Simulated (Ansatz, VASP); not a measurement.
One calculation of Ba, two programs

File INCAR:

```
SYSTEM = Ba
PREC     = Accurate       ! precision mode
ENCUT    = 520            ! plane-wave cutoff, eV
EDIFF    = 1E-7           ! SCF threshold, eV
ISMEAR   = -1             ! smearing method
SIGMA    = 0.1            ! smearing width, eV
LREAL    = .FALSE.        ! projectors in reciprocal space
LASPH    = .TRUE.         ! aspherical terms in the spheres
NELM     = 80             ! most SCF steps
ALGO     = Normal         ! electronic algorithm
ISIF     = 2              ! what is computed and relaxed
LWAVE    = .FALSE.        ! write WAVECAR
LCHARG   = .FALSE.        ! write CHGCAR
GGA      = RP             ! functional
NBANDS   = 11             ! bands
```

The input KPOINTS:

```
Automatic mesh
0
G
  9 9 9
  0 0 0
```

POSCAR

```
Ba
1.0
    3.9600183654      0.0000000000      0.0000000000
    0.0000000000      3.9600183654      0.0000000000
    0.0000000000      0.0000000000      3.9600183654
Ba
1
Direct
    0.0000000000      0.0000000000      0.0000000000
```

Input for Ansatz:

```yaml
crystal:
  lattice:
    - [3.9600183654, 0.0, 0.0]
    - [0.0, 3.9600183654, 0.0]
    - [0.0, 0.0, 3.9600183654]
  atoms:
    - { symbol: Ba, position: [0.0, 0.0, 0.0] }
hamiltonian:
  xc: rpbe
  pseudopotentials:
    kind: paw
    azcp:
      Ba: "pseudopotentials/Ba.paw.azcp"
basis:
  ecutwfc: 420
  fft_grid_basis: typed
kpoints:
  mp_grid: { grid: [9, 9, 9], shift: [0, 0, 0] }
magnetization:
  spin_polarized: false
scf:
  occupations: { method: fermi_dirac, width: 0.1 }
  lower_state_search: "off"
output:
  stress: true
  write_density: true
  write_potential: true
  elf: true
  volumetric_format: npy
```

Alike in both runs: task single point; functional RPBE; k mesh 9 × 9 × 9; occupations fermi-dirac, width 0.1 eV; no spin polarisation.

|  | VASP | Ansatz |
| --- | --- | --- |
| version | VASP 6.6.1 | Ansatz 0.2.0 |
| potentials or method | VASP PAW PBE potentials, release 64 (Ba_sv), cutoff 520 eV | plane waves (420 eV) with PAW, scalar-relativistic |
| valence electrons in the cell | 10 | 10 |

|  | VASP | Ansatz | Ansatz less VASP |
| --- | --- | --- | --- |
| pressure (GPa) | 0.7 | 0.6 | -0.12 |

VASP's potentials were made for PBE, not for RPBE. The functional is the same, so the differences come from potentials, cutoffs and numerics.

Neither program's run includes spin-orbit coupling.
